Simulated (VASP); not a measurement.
# SrMg3 (Pm-3m) in VASP: a series of runs

The runs below take SrMg3 through single point, relaxation of cell and atoms, with LDA.

Program: VASP 6.6.1. These are calculated values, not measurements. Logs are shortened: lines on timing, memory, paths and dates and some standing lists are left out, and cuts for length are marked.

### Step 1. The cell of the first run

Symmetry: Pm-3m, No. 221, cubic system. Conventional cell: a = 4.827 Å, b = 4.827 Å, c = 4.827 Å, α = 90.00°, β = 90.00°, γ = 90.00°. Within 4.5 Å of Sr (site symmetry m-3m) lie 12 Mg at 3.41 Å. Mg (site symmetry 4/mmm) has 4 Sr at 3.41 Å and 8 Mg at 3.41 Å within 4.5 Å.

### Step 2. Single point, LDA

Contents of INCAR:

```
PREC = Accurate ; ENCUT = 600
EDIFF = 1E-6 ; ISMEAR = -1
SIGMA = 0.05 ; LREAL = F
LASPH = T ; NELM = 120
ALGO = Normal ; ISIF = 2
LWAVE = F ; LCHARG = F
GGA = CA ; NBANDS = 16
GGA_COMPAT = F
```

Contents of KPOINTS:

```
regular mesh
0
Gamma
  4 4 4
```

Contents of POSCAR:

```
SrMg3
1.0
    4.8273102608      0.0000000000      0.0000000000
    0.0000000000      4.8273102608      0.0000000000
    0.0000000000      0.0000000000      4.8273102608
Sr Mg
1 3
Direct
    0.0000000000      0.0000000000      0.0000000000
    0.0000000000      0.5000000000      0.5000000000
    0.5000000000      0.0000000000      0.5000000000
    0.5000000000      0.5000000000      0.0000000000
```

Potentials or basis: VASP PAW LDA potentials, release 64 (Sr_sv, Mg).

Command:

```bash
$ cat potpaw_LDA.64/Sr_sv/POTCAR potpaw_LDA.64/Mg/POTCAR > POTCAR
$ mpirun -np 1 vasp_std > vasp.out
```

OUTCAR:

```text
PREC = Accurate
   ENCUT = 600
   EDIFF = 1E-6
   ISMEAR = -1
   LREAL = F
   LASPH = T
   NELM = 120
   ISIF = 2
   GGA = CA

 ion  position               nearest neighbor table
   1  0.000  0.000  0.000-   2 3.41   3 3.41   4 3.41   2 3.41   3 3.41   2 3.41   4 3.41   2 3.41
                             3 3.41   4 3.41   3 3.41   4 3.41
   2  0.000  0.500  0.500-   1 3.41   3 3.41   4 3.41   1 3.41   4 3.41   1 3.41   3 3.41   1 3.41
                             3 3.41   4 3.41   4 3.41   3 3.41
   3  0.500  0.000  0.500-   1 3.41   2 3.41   4 3.41   1 3.41   4 3.41   2 3.41   4 3.41   4 3.41
                             1 3.41   2 3.41   1 3.41   2 3.41
   4  0.500  0.500  0.000-   1 3.41   2 3.41   3 3.41   2 3.41   3 3.41   1 3.41   3 3.41   3 3.41
                             1 3.41   2 3.41   2 3.41   1 3.41

  LATTYP: Found a simple cubic cell.
 ALAT       =     4.8273102608

  Lattice vectors:

 A1 = (   4.8273102608,   0.0000000000,   0.0000000000)
 A2 = (   0.0000000000,   4.8273102608,   0.0000000000)
 A3 = (   0.0000000000,   0.0000000000,   4.8273102608)

Analysis of symmetry for initial positions (statically):
=====================================================================
 Subroutine PRICEL returns:
 Original cell was already a primitive cell.

 Routine SETGRP: Setting up the symmetry group for a
 simple cubic supercell.

 Subroutine GETGRP returns: Found 48 space group operations
 (whereof 48 operations were pure point group operations)
 out of a pool of 48 trial point group operations.

The static configuration has the point symmetry O_h .

Analysis of symmetry for dynamics (positions and initial velocities):
=====================================================================
 Subroutine PRICEL returns:
 Original cell was already a primitive cell.

 Routine SETGRP: Setting up the symmetry group for a
 simple cubic supercell.

 Subroutine GETGRP returns: Found 48 space group operations
 (whereof 48 operations were pure point group operations)
 out of a pool of 48 trial point group operations.

The dynamic configuration has the point symmetry O_h .

 Subroutine INISYM returns: Found 48 space group operations
 (whereof 48 operations are pure point group operations),
 and found     1 'primitive' translations

----------------------------------------------------------------------------------------

                                     Primitive cell

  volume of cell :     112.4904

  direct lattice vectors                    reciprocal lattice vectors
     4.827310261  0.000000000  0.000000000     0.207154698  0.000000000  0.000000000
     0.000000000  4.827310261  0.000000000     0.000000000  0.207154698  0.000000000
     0.000000000  0.000000000  4.827310261     0.000000000  0.000000000  0.207154698

  length of vectors
     4.827310261  4.827310261  4.827310261     0.207154698  0.207154698  0.207154698

  position of ions in fractional coordinates (direct lattice)
     0.000000000  0.000000000  0.000000000
     0.000000000  0.500000000  0.500000000
     0.500000000  0.000000000  0.500000000
     0.500000000  0.500000000  0.000000000

  ion indices of the primitive-cell ions
   primitive index   ion index
                 1           1
                 2           2
                 3           3
                 4           4

----------------------------------------------------------------------------------------

 KPOINTS: regular mesh

Automatic generation of k-mesh.
 Grid dimensions read from file:
 generate k-points for:    4    4    4

 Generating k-lattice:

  Cartesian coordinates                     Fractional coordinates (reciprocal lattice)
     0.051788675  0.000000000  0.000000000     0.250000000  0.000000000  0.000000000
     0.000000000  0.051788675  0.000000000     0.000000000  0.250000000  0.000000000
     0.000000000  0.000000000  0.051788675     0.000000000  0.000000000  0.250000000

  Length of vectors
     0.051788675  0.051788675  0.051788675

  Shift w.r.t. Gamma in fractional coordinates (k-lattice)
     0.000000000  0.000000000  0.000000000

 Subroutine IBZKPT returns following result:
 ===========================================

 Found     10 irreducible k-points:

 Following reciprocal coordinates:
            Coordinates               Weight
  0.000000  0.000000  0.000000      1.000000
  0.250000  0.000000  0.000000      6.000000
  0.500000  0.000000  0.000000      3.000000
  0.250000  0.250000  0.000000     12.000000
  0.500000  0.250000  0.000000     12.000000
  0.500000  0.500000  0.000000      3.000000
  0.250000  0.250000  0.250000      8.000000
  0.500000  0.250000  0.250000     12.000000
  0.500000  0.500000  0.250000      6.000000
  0.500000  0.500000  0.500000      1.000000
   k-points           NKPTS =     10   k-points in BZ     NKDIM =     10   number of bands    NBANDS=     16
   number of dos      NEDOS =    301   number of ions     NIONS =      4
   total plane-waves  NPLWV =  64000
   dimension x,y,z NGX =    40 NGY =   40 NGZ =   40
   dimension x,y,z NGXF=    80 NGYF=   80 NGZF=   80
   ions per type =               1   3
   NGX,Y,Z   is equivalent  to a cutoff of  13.78, 13.78, 13.78 a.u.
   NGXF,Y,Z  is equivalent  to a cutoff of  27.55, 27.55, 27.55 a.u.
 SYSTEM =  unknown system
   PREC   = accura    normal or accurate (medium, high low for compatibility)
   ISTART =      0    job   : 0-new  1-cont  2-samecut
   ICHARG =      2    charge: 1-file 2-atom 10-const
   ISPIN  =      1    spin polarized calculation?
   LNONCOLLINEAR =      F non collinear calculations
   LSORBIT =      F    spin-orbit coupling
   LASPH  =      T    aspherical Exc in radial PAW
   ENCUT  =  600.0 eV  44.10 Ry    6.64 a.u.   9.64  9.64  9.64*2*pi/ulx,y,z
   NELM   =    120;   NELMIN=  2; NELMDL= -5     # of ELM steps
   EDIFF  = 0.1E-05   stopping-criterion for ELM
   LREAL  =      F    real-space projection
   EDIFFG = 0.1E-04   stopping-criterion for IOM
   NSW    =      0    number of steps for IOM
   IBRION =     -1    ionic relax: 0-MD 1-quasi-New 2-CG
   NFREE  =      0    steps in history (QN), initial steepest desc. (CG)
   ISIF   =      2    stress and relaxation
   ISYM   =      2    0-nonsym 1-usesym 2-fastsym
   POTIM  = 0.5000    time-step for ionic-motion
   TEBEG  =    0.0;   TEEND  =   0.0 temperature during run
   PSTRESS=    0.0 pullay stress
   NELECT =      16.0000    total number of electrons
   NUPDOWN=      -1.0000    fix difference up-down
   EMIN   =  10.00;   EMAX   =-10.00  energy-range for DOS
   EFERMI =   0.00;   METHOD = LEGACY
   ISMEAR =    -1;   SIGMA  =   0.05  broadening in eV -4-tet -1-fermi 0-gaus
   EFERMI_NEDOS =   21; number of points for ismear=-14 and -15
   IALGO  =     38    algorithm
   IMIX   =      4    mixing-type and parameters
     AMIX     =   0.40;   BMIX     =  1.00
     AMIX_MAG =   1.60;   BMIX_MAG =  1.00
  volume/ion in A,a.u.               =      28.12       189.78
  Fermi-wavevector in a.u.,A,eV,Ry     =   0.854561  1.614886  9.935982  0.730274
  Thomas-Fermi vector in A             =   1.971176
   LORBIT       =      0    0 simple, 1 ext, 2 COOP (PROOUT), +10 PAW based schemes
   GGA     = CA    functional components
   LHFCALC =     F    Hartree Fock is set to
   AEXX    =    0.0000 exact exchange contribution
   IVDW    =     0    specifies the selected vdW correction
   LEPSILON=     F    determine dielectric tensor
   LRPA    =     F    only Hartree local field effects (RPA)
 non-spin polarized calculation
  energy-cutoff  :      600.00
  volume of cell :      112.49
 maximum number of plane-waves:      3840
 NGX is ok and might be reduce to    40
   NGX = 19   NGY = 19   NGZ = 19

 number of electron      16.0000000 magnetization

 Free energy of the ion-electron system (eV)
  ---------------------------------------------------
  ext. energy  EPLUGINS =         0.00000000
  ---------------------------------------------------
  free energy    TOTEN  =        -7.37202702 eV

  energy without entropy =       -7.35270733  energy(sigma->0) =       -7.36236718

 E-fermi :   2.2548     XC(G=0):  -8.5527

 val. band max:        2.2047569883   @ k =   0.5000   0.2500   0.2500
 cond. band min:       2.3660297027   @ k =   0.5000   0.5000   0.2500
 fundamental gap:      0.1612727144
 Fermi energy:         2.2547587196

 k-point     1 :       0.0000    0.0000    0.0000
  band No.  band energies     occupation
      1     -33.0949      2.00000
      2     -15.2722      2.00000
      3     -15.2722      2.00000
      4     -15.2722      2.00000
      5      -3.6174      2.00000
      6       1.5381      2.00000
[... 8 lines left out ...]
     15       7.5536      0.00000
     16       7.5536      0.00000

 k-point     2 :       0.2500    0.0000    0.0000
  band No.  band energies     occupation
      1     -33.0943      2.00000
      2     -15.2955      2.00000
      3     -15.2704      2.00000
      4     -15.2704      2.00000
      5      -3.1672      2.00000
      6      -0.0049      2.00000
[... 8 lines left out ...]
     15       6.0041      0.00000
     16       8.3025      0.00000

 k-point     3 :       0.5000    0.0000    0.0000
  band No.  band energies     occupation
      1     -33.0938      2.00000
      2     -15.3185      2.00000
      3     -15.2685      2.00000
      4     -15.2685      2.00000
      5      -2.0154      2.00000
      6      -1.7640      2.00000
[... 8 lines left out ...]
     15       5.7589      0.00000
     16       7.6109      0.00000

 k-point     4 :       0.2500    0.2500    0.0000
  band No.  band energies     occupation
      1     -33.0938      2.00000
      2     -15.2937      2.00000
      3     -15.2921      2.00000
      4     -15.2686      2.00000
      5      -2.7391      2.00000
      6       0.3185      2.00000
[... 8 lines left out ...]
     15       6.9815      0.00000
     16       6.9866      0.00000

 k-point     5 :       0.5000    0.2500    0.0000
  band No.  band energies     occupation
      1     -33.0933      2.00000
      2     -15.3152      2.00000
      3     -15.2903      2.00000
      4     -15.2668      2.00000
      5      -1.7207      2.00000
      6      -1.2890      2.00000
[... 8 lines left out ...]
     15       6.0666      0.00000
     16       6.8208      0.00000

 k-point     6 :       0.5000    0.5000    0.0000
  band No.  band energies     occupation
      1     -33.0927      2.00000
      2     -15.3119      2.00000
      3     -15.3119      2.00000
      4     -15.2650      2.00000
      5      -1.1314      2.00000
      6      -0.2231      2.00000
[... 8 lines left out ...]
     15       6.1580      0.00000
     16       6.4368      0.00000

 k-point     7 :       0.2500    0.2500    0.2500
  band No.  band energies     occupation
      1     -33.0933      2.00000
      2     -15.2919      2.00000
      3     -15.2896      2.00000
      4     -15.2896      2.00000
      5      -2.3334      2.00000
      6       0.5313      2.00000
[... 8 lines left out ...]
     15       7.4858      0.00000
     16       7.4858      0.00000

 k-point     8 :       0.5000    0.2500    0.2500
  band No.  band energies     occupation
      1     -33.0928      2.00000
      2     -15.3120      2.00000
      3     -15.2886      2.00000
      4     -15.2871      2.00000
      5      -1.4109      2.00000
      6      -0.8676      2.00000
[... 8 lines left out ...]
     15       6.9906      0.00000
     16       7.0104      0.00000

 k-point     9 :       0.5000    0.5000    0.2500
  band No.  band energies     occupation
      1     -33.0923      2.00000
      2     -15.3087      2.00000
      3     -15.3087      2.00000
      4     -15.2854      2.00000
      5      -0.7529      2.00000
      6      -0.0762      2.00000
[... 8 lines left out ...]
     15       7.5219      0.00000
     16       7.5287      0.00000

 k-point    10 :       0.5000    0.5000    0.5000
  band No.  band energies     occupation
      1     -33.0918      2.00000
      2     -15.3056      2.00000
      3     -15.3056      2.00000
      4     -15.3056      2.00000
      5       0.1321      2.00000
      6       0.1321      2.00000
[... 8 lines left out ...]
     15       8.2435      0.00000
     16       8.2435      0.00000

------------------------ aborting loop because EDIFF is reached ----------------------------------------

  FORCE on cell =-STRESS in cart. coord.  units (eV):
  Direction    XX          YY          ZZ          XY          YZ          ZX
  --------------------------------------------------------------------------------------
  -------------------------------------------------------------------------------------
  Total       -0.1570460     -0.1570460     -0.1570460      0.0000000     -0.0000000      0.0000000
  in kB       -2.2367729     -2.2367729     -2.2367729      0.0000000     -0.0000000      0.0000000
  external PRESSURE =      -2.2367729 kB  Pullay stress =       0.0000000 kB

 VOLUME and BASIS-vectors are now :
 -----------------------------------------------------------------------------
  energy-cutoff  :      600.00
  volume of cell :      112.49
      direct lattice vectors                 reciprocal lattice vectors
     4.827310261  0.000000000  0.000000000     0.207154698  0.000000000  0.000000000
     0.000000000  4.827310261  0.000000000     0.000000000  0.207154698  0.000000000
     0.000000000  0.000000000  4.827310261     0.000000000  0.000000000  0.207154698

 POSITION                                       TOTAL-FORCE (eV/Angst)
 -----------------------------------------------------------------------------------
      0.00000      0.00000      0.00000         0.000000      0.000000      0.000000
      0.00000      2.41366      2.41366         0.000000      0.000000      0.000000
      2.41366      0.00000      2.41366         0.000000      0.000000      0.000000
      2.41366      2.41366      0.00000         0.000000      0.000000      0.000000
 -----------------------------------------------------------------------------------
    total drift:                               -0.000000      0.000000      0.000000

  FREE ENERGIE OF THE ION-ELECTRON SYSTEM (eV)
  ---------------------------------------------------
  free  energy   TOTEN  =        -7.3720270202 eV

  energy  without entropy=       -7.3527073348  energy(sigma->0) =       -7.36236718
```

Wall time 30 s (1 thread of Intel Xeon 8259CL, shared host); peak memory 0.2 GiB.

What came out:

| Quantity | Value |
| --- | --- |
| Free energy | -7.3720 eV |
| Pressure | -0.2 GPa |
| Band gap on the k mesh | zero (bands 8 and 9 overlap by 0.89 eV) |

### Step 3. Single point, LDA

This run uses another cell than the first one, of 28.69 Å³/atom.

Contents of INCAR:

```
SYSTEM = SrMg3
PREC = Accurate
ENCUT = 600
EDIFF = 1E-6
ISMEAR = -1
SIGMA = 0.05
LREAL = .False.
LASPH = .True.
NELM = 120
ALGO = Normal
ISIF = 2
LWAVE = .False.
LCHARG = .True.
GGA = CA
LELF = .True.
LVHAR = .True.
NBANDS = 16
GGA_COMPAT = .False.
```

Contents of KPOINTS:

```
Automatic mesh
0
Gamma
  4 4 4
  0 0 0
```

Contents of POSCAR:

```
SrMg3
1.0
    4.8592801346      0.0000000000      0.0000000000
    0.0000000000      4.8592801346      0.0000000000
    0.0000000000      0.0000000000      4.8592801346
Sr Mg
1 3
Direct
    0.0000000000      0.0000000000      0.0000000000
    0.0000000000      0.5000000000      0.5000000000
    0.5000000000      0.0000000000      0.5000000000
    0.5000000000      0.5000000000      0.0000000000
```

Potentials or basis: VASP PAW LDA potentials, release 64 (Sr_sv, Mg).

Command:

```bash
$ cat potpaw_LDA.64/Sr_sv/POTCAR potpaw_LDA.64/Mg/POTCAR > POTCAR
$ mpirun -np 1 vasp_std > vasp.out
```

It took 35 s on 1 thread of Intel Xeon 8259CL, shared host; peak memory 0.2 GiB.

It converged, with:

```
Free energy            : -7.3650 eV
Pressure               : -0.8 GPa
Band gap on the k mesh : zero (bands 8 and 9 overlap by 0.88 eV)
```

Levels at points of the mesh, in eV from the Fermi level:
```tsv
k point	band 5	band 6	band 7	band 8	band 9	band 10	band 11	band 12
(0.00, 0.00, 0.00)	-5.81	-0.70	-0.70	0.38	0.38	0.38	2.27	2.77
(0.50, 0.00, 0.00)	-4.23	-3.98	0.17	0.24	0.24	1.89	2.37	2.37
(0.50, 0.50, 0.00)	-3.34	-2.47	-2.47	-1.94	1.08	1.08	2.55	2.71
(0.50, 0.50, 0.50)	-2.11	-2.11	-2.11	-1.48	-0.50	-0.50	-0.50	1.66
```

### Step 4. Relaxation of cell and atoms, LDA

Contents of INCAR:

```
PREC = Accurate ; ENCUT = 600
EDIFF = 1E-7 ; ISMEAR = -1
SIGMA = 0.05 ; LREAL = False
LASPH = True ; NELM = 120
ALGO = Normal ; ISIF = 3
LWAVE = False ; LCHARG = False
IBRION = 2 ; NSW = 80
EDIFFG = -0.01 ; GGA_COMPAT = False
NELMIN = 4
```

Contents of KPOINTS:

```
Automatic mesh
0
Gamma
  4 4 4
```

Contents of POSCAR:

```
SrMg3
1.0
    4.8273102608      0.0000000000      0.0000000000
    0.0000000000      4.8273102608      0.0000000000
    0.0000000000      0.0000000000      4.8273102608
Sr Mg
1 3
Direct
    0.0000000000      0.0000000000      0.0000000000
    0.0000000000      0.5000000000      0.5000000000
    0.5000000000      0.0000000000      0.5000000000
    0.5000000000      0.5000000000      0.0000000000
```

Command:

```bash
$ cat potpaw_LDA.64/Sr_sv/POTCAR potpaw_LDA.64/Mg/POTCAR > POTCAR
$ mpirun -np 1 vasp_std > vasp.out
```

Run time: 70 s. Hardware: 1 thread of Intel Xeon 8259CL, shared host; peak memory 0.21 GiB.

The run converged. Its results:

| Item | Value |
| --- | --- |
| Free energy | -7.3727 eV |
| Relaxed volume | 27.91 Å³/atom |
| Relaxed cell | a = 4.815 Å, b = 4.815 Å, c = 4.815 Å, α = 90.00°, β = 90.00°, γ = 90.00° |
| Space group after relaxing (to 0.1 Å) | Pm-3m (No. 221) |
| Energy gained by relaxing | 0.2 meV/atom |
| Ionic steps | 3 |
| Pressure after relaxing | 0.0 GPa |
| Band gap on the k mesh | zero (bands 8 and 9 overlap by 0.89 eV) |

The path:
```
step  energy change (eV)  largest force (eV/Å)  pressure (GPa)  volume (Å³)
   1              0.0000                0.0000           -0.23       112.49
   2             -0.0006                0.0000           -0.06       111.84
   3             -0.0006                0.0000           -0.01       111.62
```

Final structure:
```cif
data_structure
_symmetry_space_group_name_H-M 'P 1'
_symmetry_Int_Tables_number 1
_cell_length_a 4.8148
_cell_length_b 4.8148
_cell_length_c 4.8148
_cell_angle_alpha 90.000
_cell_angle_beta 90.000
_cell_angle_gamma 90.000
_cell_volume 111.62
loop_
_atom_site_label
_atom_site_type_symbol
_atom_site_fract_x
_atom_site_fract_y
_atom_site_fract_z
_atom_site_occupancy
Sr1 Sr 0.00000 0.00000 0.00000 1
Mg1 Mg 0.00000 0.50000 0.50000 1
Mg2 Mg 0.50000 0.00000 0.50000 1
Mg3 Mg 0.50000 0.50000 0.00000 1
```

Levels at points of the mesh, in eV from the Fermi level:
| k point | band 4 | band 5 | band 6 | band 7 | band 8 | band 9 | band 10 | band 11 | band 12 |
| --- | --- | --- | --- | --- | --- | --- | --- | --- | --- |
| (0.00, 0.00, 0.00) | -17.51 | -5.90 | -0.72 | -0.72 | 0.40 | 0.40 | 0.40 | 2.30 | 2.79 |
| (0.50, 0.00, 0.00) | -17.51 | -4.28 | -4.03 | 0.13 | 0.23 | 0.23 | 2.00 | 2.43 | 2.43 |
| (0.50, 0.50, 0.00) | -17.50 | -3.40 | -2.48 | -2.48 | -1.97 | 1.08 | 1.08 | 2.58 | 2.75 |
| (0.50, 0.50, 0.50) | -17.55 | -2.13 | -2.13 | -2.13 | -1.53 | -0.49 | -0.49 | -0.49 | 1.73 |

[end of part 1 of 2]

The gap in the log of VASP goes by the Fermi energy; the results here count the filled bands.